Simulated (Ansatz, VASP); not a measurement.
**PbO2: VASP beside Ansatz**

The input INCAR:

```
SYSTEM = PbO2
PREC = Accurate ; ENCUT = 520
EDIFF = 1E-6 ; ISMEAR = -1
SIGMA = 0.05 ; LREAL = .False.
LASPH = .True. ; NELM = 60
ALGO = Normal ; ISIF = 2
LWAVE = .False. ; LCHARG = .True.
GGA = CA ; LELF = .True.
LVHAR = .True. ; NBANDS = 20
```

File KPOINTS:

```
Automatic mesh
0
Gamma
  9 9 9
  0 0 0
```

Contents of POSCAR:

```
PbO2
1.0
    0.0000000000      2.7019920000      2.7019920000
    2.7019920000      0.0000000000      2.7019920000
    2.7019920000      2.7019920000      0.0000000000
Pb O
1 2
Direct
    0.0000000000      0.0000000000      0.0000000000
    0.7500000000      0.7500000000      0.7500000000
    0.2500000000      0.2500000000      0.2500000000
```

input.yaml

```yaml
crystal:
  lattice:
    - [0.0, 2.701992, 2.701992]
    - [2.701992, 0.0, 2.701992]
    - [2.701992, 2.701992, 0.0]
  atoms:
    - { symbol: Pb, position: [0.0, 0.0, 0.0] }
    - { symbol: O, position: [0.75, 0.75, 0.75] }
    - { symbol: O, position: [0.25, 0.25, 0.25] }
hamiltonian:
  xc: lda
  pseudopotentials: { kind: paw }
kpoints:
  mp_grid: { grid: [9, 9, 9] }
  band_path:
    path:
      - [[0.0, 0.0, 0.0], [0.5, 0.0, 0.5], [0.5, 0.25, 0.75], [0.375, 0.375, 0.75], [0.0, 0.0, 0.0], [0.5, 0.5, 0.5], [0.625, 0.25, 0.625], [0.5, 0.25, 0.75], [0.5, 0.5, 0.5], [0.375, 0.375, 0.75]]
      - [[0.625, 0.25, 0.625], [0.5, 0.0, 0.5]]
    npoints: 14
scf:
  occupations: { method: fermi_dirac, width: 0.05 }
  n_extra_bands: 7
output:
  forces: true
  stress: true
  eigenvalues: true
  fatbands: false
  write_density: true
  write_potential: true
  elf: true
  volumetric_format: npy
```

Alike in both runs: functional LDA; k mesh 9 × 9 × 9; occupations fermi-dirac, width 0.05 eV; no spin polarisation.

|  | VASP | Ansatz |
| --- | --- | --- |
| version | VASP 6.6.1 | Ansatz 0.2.0 |
| potentials or method | VASP PAW LDA potentials, release 64 (Pb_d, O) | Ansatz PAW |
| plane-wave cutoff (eV) | 520 | 420 |
| valence electrons in the cell | 26 | 26 |
| task | single point | band structure |

```tsv
	VASP	Ansatz	Ansatz less VASP
gap on the k mesh at the Fermi level (eV)	none	none	-
pressure (GPa)	-9.8	-10.0	-0.24
```

LDA's correlation is that of Perdew and Zunger in VASP and of Perdew and Wang (1992) in Ansatz. A gap of «none» marks a metal or a gap that the smearing closes.

Spin-orbit coupling is off throughout.
